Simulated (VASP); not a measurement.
A run of VASP 6.6.1 is set up as follows.

POSCAR

```
LiH
1.0
    0.0000000000      1.9984726947      1.9984726947
    1.9984726947      0.0000000000      1.9984726947
    1.9984726947      1.9984726947      0.0000000000
Li H
1 1
Direct
    0.0000000000      0.0000000000      0.0000000000
    0.5000000000      0.5000000000      0.5000000000
```

Contents of INCAR.step1:

```
PREC = Accurate ; ENCUT = 500
EDIFF = 1E-8 ; ISMEAR = 0
SIGMA = 0.01 ; LREAL = False
LASPH = True ; NELM = 100
ALGO = Normal ; LWAVE = True
LCHARG = False ; GGA = PE
```

INCAR.step2

```
PREC = Accurate ; ENCUT = 500
EDIFF = 1E-8 ; ISMEAR = 0
SIGMA = 0.01 ; LREAL = False
LASPH = True ; NELM = 1
ALGO = Exact ; LWAVE = True
LCHARG = False ; GGA = PE
NBANDS = 88 ; LOPTICS = True
ISTART = 1
```

The input INCAR.step3:

```
PREC = Accurate ; ENCUT = 500
EDIFF = 1E-8 ; ISMEAR = 0
SIGMA = 0.01 ; LREAL = False
LASPH = True ; ALGO = EVGW0
LWAVE = False ; LCHARG = False
GGA = PE ; NELMGW = 1
NBANDS = 88 ; ENCUTGW = 180.0
NOMEGA = 48 ; PRECFOCK = Fast
ISTART = 1 ; NBANDSGW = 9
```

The input KPOINTS:

```
regular mesh
0
Gamma
  8 8 8
```

Potentials or basis: VASP PAW PBE potentials, release 64 (Li_GW, H_GW).

Launch:

```sh
$ cat potpaw_PBE.64/Li_GW/POTCAR potpaw_PBE.64/H_GW/POTCAR > POTCAR
$ cp INCAR.step1 INCAR
$ mpirun -np 1 vasp_std > vasp.out
$ cp INCAR.step2 INCAR
$ mpirun -np 1 vasp_std > vasp.out
$ cp INCAR.step3 INCAR
$ mpirun -np 1 vasp_std > vasp.out
```

Task: What does it give for the quasiparticle gap?

Result: 4.99 eV.

Task: What does it give for the least direct quasiparticle gap?

Result: 4.99 eV.

Task: What does it give for the band gap on the k mesh, mean-field level?

Result: 2.98 eV, direct.

Caveat: bands, screening cutoff and mesh are small and nothing is extrapolated, so the quasiparticle values aren't converged. A k mesh can miss the band edges.
